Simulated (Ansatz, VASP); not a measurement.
**One calculation of InP, two programs**

```
In P
1.0
     0.00000    2.93435    2.93435
     2.93435    0.00000    2.93435
     2.93435    2.93435    0.00000
In P
1 1
Direct
  0.00000 0.00000 0.00000
  0.75000 0.75000 0.75000
```

Alike in both runs: task single point; functional PBE; k mesh 10 × 10 × 10; non-collinear spin, spin-orbit coupling.

```csv
,VASP,Ansatz
version,VASP 6.6.1,Ansatz 0.2.0
potentials or method,"VASP PAW PBE potentials, release 64 (In_d, P)","plane waves, PAW"
plane-wave cutoff (eV),520,420
occupations,"gaussian, width 0.01 eV",fixed
valence electrons in the cell,18,18
```

|  | VASP | Ansatz | Ansatz less VASP |
| --- | --- | --- | --- |
| net moment per atom (μB) | 0.00 | 0.00 | 0.000 |

Ansatz's warnings: optics gap not shown off mesh.
